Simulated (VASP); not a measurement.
# FeAu (R-3m) in VASP: further runs, part 3 of 3

VASP 6.6.1.

### Step 4. Single point, LDA, collinear spin, ferromagnetic start

Contents of INCAR:

```
PREC = Accurate
ENCUT = 520
EDIFF = 1E-6
ISMEAR = 0
SIGMA = 0.1
LREAL = F
LASPH = T
NELM = 150
ALGO = Fast
ISIF = 2
LWAVE = F
LCHARG = F
ISPIN = 2
MAGMOM = 3.23 0
LORBIT = 11
LMAXMIX = 4
GGA = CA
NBANDS = 20
```

Contents of KPOINTS:

```
regular mesh
0
Gamma
  6 6 6
```

Contents of POSCAR:

```
FeAu
1.0
    1.4117478522      0.8150730025      4.4694532999
   -1.4117478522      0.8150730025      4.4694532999
    0.0000000000     -1.6301460050      4.4694532999
Fe Au
1 1
Direct
    0.5000000000      0.5000000000      0.5000000000
    0.0000000000      0.0000000000      0.0000000000
```

Potentials or basis: VASP PAW LDA potentials, release 64 (Fe, Au).

Command:

```
$ cat potpaw_LDA.64/Fe/POTCAR potpaw_LDA.64/Au/POTCAR > POTCAR
$ mpirun -np 1 vasp_std > vasp.out
```

OUTCAR:

```text
PREC = Accurate
   ENCUT = 520
   EDIFF = 1E-6
   ISMEAR = 0
   LREAL = F
   LASPH = T
   NELM = 150
   ISIF = 2
   ISPIN = 2
   LORBIT = 11
   GGA = CA

 ion  position               nearest neighbor table
   1  0.500  0.500  0.500-   2 2.77   2 2.77   2 2.77   2 2.77   2 2.77   2 2.77
   2  0.000  0.000  0.000-   1 2.77   1 2.77   1 2.77   1 2.77   1 2.77   1 2.77

  LATTYP: Found a trigonal (rhomboedric) cell.
 ALAT       =     4.7574561267
 COS(alpha) =     0.8238856747

  Lattice vectors:

 A1 = (   1.4117478522,   0.8150730025,   4.4694532999)
 A2 = (  -1.4117478522,   0.8150730025,   4.4694532999)
 A3 = (   0.0000000000,  -1.6301460050,   4.4694532999)

Analysis of symmetry for initial positions (statically):
=====================================================================
 Subroutine PRICEL returns:
 Original cell was already a primitive cell.

 Routine SETGRP: Setting up the symmetry group for a
 trigonal (rhombohedral) supercell.

 Subroutine GETGRP returns: Found 12 space group operations
 (whereof 12 operations were pure point group operations)
 out of a pool of 12 trial point group operations.

The static configuration has the point symmetry D_3d.

Analysis of symmetry for dynamics (positions and initial velocities):
=====================================================================
 Subroutine PRICEL returns:
 Original cell was already a primitive cell.

 Routine SETGRP: Setting up the symmetry group for a
 trigonal (rhombohedral) supercell.

 Subroutine GETGRP returns: Found 12 space group operations
 (whereof 12 operations were pure point group operations)
 out of a pool of 12 trial point group operations.

The dynamic configuration has the point symmetry D_3d.

Analysis of structural, dynamic, and magnetic symmetry:
=====================================================================
 Subroutine PRICEL returns:
 Original cell was already a primitive cell.

 Routine SETGRP: Setting up the symmetry group for a
 trigonal (rhombohedral) supercell.

 Subroutine GETGRP returns: Found 12 space group operations
 (whereof 12 operations were pure point group operations)
 out of a pool of 12 trial point group operations.

The overall configuration has the point symmetry D_3d.

 Subroutine INISYM returns: Found 12 space group operations
 (whereof 12 operations are pure point group operations),
 and found     1 'primitive' translations

----------------------------------------------------------------------------------------

                                     Primitive cell

  volume of cell :      30.8574

  direct lattice vectors                    reciprocal lattice vectors
     1.411747852  0.815073003  4.469453300     0.354170895  0.204480661  0.074580337
    -1.411747852  0.815073003  4.469453300    -0.354170895  0.204480661  0.074580337
     0.000000000 -1.630146005  4.469453300     0.000000000 -0.408961323  0.074580337

  length of vectors
     4.757456127  4.757456127  4.757456127     0.415706135  0.415706135  0.415706135

  position of ions in fractional coordinates (direct lattice)
     0.500000000  0.500000000  0.500000000
[... 63 lines left out ...]
   dimension x,y,z NGX =    36 NGY =   36 NGZ =   36
   dimension x,y,z NGXF=    72 NGYF=   72 NGZF=   72
   ions per type =               1   1
   NGX,Y,Z   is equivalent  to a cutoff of  12.58, 12.58, 12.58 a.u.
   NGXF,Y,Z  is equivalent  to a cutoff of  25.16, 25.16, 25.16 a.u.
 SYSTEM =  unknown system
   PREC   = accura    normal or accurate (medium, high low for compatibility)
   ISTART =      0    job   : 0-new  1-cont  2-samecut
   ICHARG =      2    charge: 1-file 2-atom 10-const
   ISPIN  =      2    spin polarized calculation?
   LNONCOLLINEAR =      F non collinear calculations
   LSORBIT =      F    spin-orbit coupling
   LASPH  =      T    aspherical Exc in radial PAW
   ENCUT  =  520.0 eV  38.22 Ry    6.18 a.u.   8.85  8.85  8.85*2*pi/ulx,y,z
   NELM   =    150;   NELMIN=  2; NELMDL= -5     # of ELM steps
   EDIFF  = 0.1E-05   stopping-criterion for ELM
   LREAL  =      F    real-space projection
   EDIFFG = 0.1E-04   stopping-criterion for IOM
   NSW    =      0    number of steps for IOM
   IBRION =     -1    ionic relax: 0-MD 1-quasi-New 2-CG
   NFREE  =      0    steps in history (QN), initial steepest desc. (CG)
   ISIF   =      2    stress and relaxation
   ISYM   =      2    0-nonsym 1-usesym 2-fastsym
   POTIM  = 0.5000    time-step for ionic-motion
   TEBEG  =    0.0;   TEEND  =   0.0 temperature during run
   PSTRESS=    0.0 pullay stress
   NELECT =      19.0000    total number of electrons
   NUPDOWN=      -1.0000    fix difference up-down
   EMIN   =  10.00;   EMAX   =-10.00  energy-range for DOS
   EFERMI =   0.00;   METHOD = LEGACY
   ISMEAR =     0;   SIGMA  =   0.10  broadening in eV -4-tet -1-fermi 0-gaus
   EFERMI_NEDOS =   21; number of points for ismear=-14 and -15
   IALGO  =     68    algorithm
   IMIX   =      4    mixing-type and parameters
     AMIX     =   0.40;   BMIX     =  1.00
     AMIX_MAG =   1.60;   BMIX_MAG =  1.00
  volume/ion in A,a.u.               =      15.43       104.12
  Fermi-wavevector in a.u.,A,eV,Ry     =   1.392749  2.631914 26.391907  1.939750
  Thomas-Fermi vector in A             =   2.516462
   LORBIT       =     11    0 simple, 1 ext, 2 COOP (PROOUT), +10 PAW based schemes
   GGA     = CA    functional components
   LHFCALC =     F    Hartree Fock is set to
   AEXX    =    0.0000 exact exchange contribution
   IVDW    =     0    specifies the selected vdW correction
   LEPSILON=     F    determine dielectric tensor
   LRPA    =     F    only Hartree local field effects (RPA)
 spin polarized calculation
 RMM-DIIS sequential band-by-band and
 Gauss-broadening in eV      SIGMA  =   0.10
  energy-cutoff  :      520.00
  volume of cell :       30.86
 maximum number of plane-waves:       844
   NGX = 17   NGY = 17   NGZ = 17

 number of electron      19.0000004 magnetization       2.6312610

 Free energy of the ion-electron system (eV)
  ---------------------------------------------------
  ext. energy  EPLUGINS =         0.00000000
  ---------------------------------------------------
  free energy    TOTEN  =       -12.86459291 eV

  energy without entropy =      -12.85370055  energy(sigma->0) =      -12.85914673

 E-fermi :   7.2063     XC(G=0): -12.6897

 val. band max:        7.1972732750   @ k =   0.5000   0.5000   0.3333
 cond. band min:       7.2193394341   @ k =   0.5000   0.3333   0.0000
 fundamental gap:      0.0220661592
 Fermi energy:         7.2063065912

 spin component 1

 k-point     1 :       0.0000    0.0000    0.0000
  band No.  band energies     occupation
      1      -2.2332      1.00000
      2       0.5880      1.00000
      3       2.3262      1.00000
      4       2.3262      1.00000
      5       3.5920      1.00000
      6       3.5920      1.00000
[... 541 lines left out ...]
     19      24.5860      0.00000
     20      25.4433      0.00000

 [... further k-points ...]

 spin component 2

 k-point     1 :       0.0000    0.0000    0.0000
  band No.  band energies     occupation
      1      -2.1487      1.00000
      2       0.7193      1.00000
      3       2.3636      1.00000
      4       2.3636      1.00000
      5       3.8354      1.00000
      6       3.8354      1.00000
[... 541 lines left out ...]
     19      24.8086      0.00000
     20      25.7808      0.00000

 [... further k-points ...]
[... 5 lines left out ...]
  --------------------------------------------------------------------------------------
  -------------------------------------------------------------------------------------
  Total       -2.9488819     -2.9488819     -2.9132655      0.0000000      0.0000000      0.0000000
  in kB     -153.1117986   -153.1117986   -151.2625255      0.0000000      0.0000000      0.0000000
  external PRESSURE =    -152.4953742 kB  Pullay stress =       0.0000000 kB

 VOLUME and BASIS-vectors are now :
 -----------------------------------------------------------------------------
  energy-cutoff  :      520.00
  volume of cell :       30.86
      direct lattice vectors                 reciprocal lattice vectors
     1.411747852  0.815073003  4.469453300     0.354170895  0.204480661  0.074580337
    -1.411747852  0.815073003  4.469453300    -0.354170895  0.204480661  0.074580337
     0.000000000 -1.630146005  4.469453300     0.000000000 -0.408961323  0.074580337

 POSITION                                       TOTAL-FORCE (eV/Angst)
 -----------------------------------------------------------------------------------
      0.00000      0.00000      6.70418         0.000000      0.000000     -0.000000
      0.00000      0.00000      0.00000         0.000000      0.000000      0.000000
 -----------------------------------------------------------------------------------
    total drift:                                0.000000     -0.000000      0.000000

  FREE ENERGIE OF THE ION-ELECTRON SYSTEM (eV)
  ---------------------------------------------------
  free  energy   TOTEN  =       -12.8645929082 eV

  energy  without entropy=      -12.8537005533  energy(sigma->0) =      -12.85914673

 total charge

# of ion       s       p       d       tot
------------------------------------------
    1        0.374   0.340   6.150   6.864
    2        0.609   0.450   8.670   9.729
--------------------------------------------------
tot          0.983   0.790  14.820  16.594

 magnetization (x)

# of ion       s       p       d       tot
------------------------------------------
    1       -0.010  -0.014   2.679   2.655
    2       -0.024  -0.041   0.050  -0.015
--------------------------------------------------
tot         -0.034  -0.055   2.729   2.640
```

OSZICAR:

```text
N       E                     dE             d eps       ncg     rms          rms(c)
DAV:   1     0.105042395539E+03    0.10504E+03   -0.86019E+03  2632   0.103E+03
DAV:   2    -0.977172700458E+01   -0.11481E+03   -0.10244E+03  2620   0.229E+02
DAV:   3    -0.142019686776E+02   -0.44302E+01   -0.43362E+01  3004   0.523E+01
DAV:   4    -0.142549960794E+02   -0.53027E-01   -0.52996E-01  2836   0.485E+00
DAV:   5    -0.142562789555E+02   -0.12829E-02   -0.12828E-02  3000   0.861E-01    0.138E+01
RMM:   6    -0.138473399455E+02    0.40894E+00   -0.46221E+00  2930   0.227E+01    0.134E+01
RMM:   7    -0.131085491802E+02    0.73879E+00   -0.13363E+00  2892   0.117E+01    0.914E+00
RMM:   8    -0.129049869281E+02    0.20356E+00   -0.11188E-01  2999   0.328E+00    0.415E+00
RMM:   9    -0.128655954284E+02    0.39391E-01   -0.29651E-02  2876   0.131E+00    0.171E+00
RMM:  10    -0.128643822107E+02    0.12132E-02   -0.25911E-03  3369   0.460E-01    0.453E-01
RMM:  11    -0.128646105704E+02   -0.22836E-03   -0.30999E-03  2939   0.405E-01    0.203E-01
RMM:  12    -0.128646096116E+02    0.95876E-06   -0.39861E-04  3475   0.183E-01    0.140E-01
RMM:  13    -0.128645921482E+02    0.17463E-04   -0.10970E-04  3226   0.714E-02    0.864E-02
RMM:  14    -0.128645929115E+02   -0.76325E-06   -0.24444E-05  3099   0.406E-02    0.166E-02
RMM:  15    -0.128645929082E+02    0.32676E-08   -0.47641E-06  2937   0.163E-02
   1 F= -.12864593E+02 E0= -.12859147E+02  d E =-.108924E-01  mag=     2.6323
```

stdout:

```text
POSCAR found type information on POSCAR FeAu
 POSCAR found :  2 types and       2 ions
 scaLAPACK will be used
 LDA part: xc-table for (Slater(with rela. corr.)+CA(PZ))
 , standard interpolation
 POSCAR, INCAR and KPOINTS ok, starting setup
 FFT: planning ... GRIDC
 FFT: planning ... GRID_SOFT
 FFT: planning ... GRID
 WAVECAR not read
 entering main loop
```

It took 80 s on 1 thread of Intel Xeon Platinum 8375C at 2.90GHz (Ice Lake), shared host; peak memory 0.21 GiB.

Results:

| Property | Result |
| --- | --- |
| Free energy | -12.8646 eV |
| Pressure | -15.2 GPa |
| Net moment | 2.63 μB per cell |
| Site moments | Fe +2.65; Au -0.01 μB |
| Valence electrons inside the program's atomic spheres | Fe 6.86; Au 9.73 |

Levels at points of the mesh, in eV from the Fermi level:
Spin up:
```tsv
k point	band 7	band 8	band 9	band 10	band 11	band 12	band 13	band 14	band 15	band 16
(0.00, 0.00, 0.00)	-2.91	-1.91	-1.91	-1.25	-1.25	-0.61	4.31	14.85	17.13	17.78
(0.50, 0.00, 0.00)	-2.58	-1.96	-1.95	-0.94	1.04	1.36	5.99	6.53	10.99	12.84
(0.50, 0.50, 0.00)	-1.39	-1.22	-1.04	-0.91	-0.90	1.29	3.45	7.14	10.49	11.17
(0.50, 0.50, 0.50)	-3.20	-2.74	-2.17	-2.17	-1.69	-1.69	11.33	13.12	15.39	19.18
```
Spin down:
| k point | band 4 | band 5 | band 6 | band 7 | band 8 | band 9 | band 10 | band 11 | band 12 | band 13 |
| --- | --- | --- | --- | --- | --- | --- | --- | --- | --- | --- |
| (0.00, 0.00, 0.00) | -4.84 | -3.37 | -3.37 | -1.21 | -0.45 | 0.25 | 0.25 | 1.09 | 1.09 | 5.17 |
| (0.50, 0.00, 0.00) | -3.74 | -2.57 | -1.95 | -1.58 | -0.67 | 0.44 | 1.47 | 1.54 | 2.64 | 6.74 |
| (0.50, 0.50, 0.00) | -3.95 | -1.96 | -1.02 | -0.79 | -0.01 | 1.05 | 1.15 | 1.48 | 1.55 | 4.26 |
| (0.50, 0.50, 0.50) | -4.79 | -4.79 | -3.17 | -3.17 | -0.77 | 0.04 | 0.04 | 0.81 | 0.81 | 11.91 |

Caveat: the k points lie up to 0.44 Å⁻¹ apart; spin-orbit coupling is left out, which moves the levels of the heavy elements.

### Step 5. Overview

| level | potentials or basis | k mesh | smearing | gap on the mesh (eV) | pressure (GPa) | moment (μB) |
| --- | --- | --- | --- | --- | --- | --- |
| RPBE | VASP PAW PBE potentials, release 64 (Fe, Au) | 3 × 3 × 3 | gaussian 0.1 eV | none | 1.3 | 3.09 |
| PBE | VASP PAW PBE potentials, release 64 (Fe, Au) | 6 × 2 × 3 | gaussian 0.11 eV | none | -1.0 | 2.93 |
| LDA | VASP PAW LDA potentials, release 64 (Fe, Au) | 6 × 6 × 6 | gaussian 0.1 eV | none | -15.2 | 2.63 |

Alike in all rows: task single point; spin collinear, ferromagnetic start; cell as given; cutoff (eV) 520.

Caveats: all runs use coarse meshes; spin-orbit coupling is left out, which moves the levels of the heavy elements; the PAW data sets were made with another functional, which shifts forces and pressure a little (some runs).

Absolute energies hang on the potentials; compare differences alone.
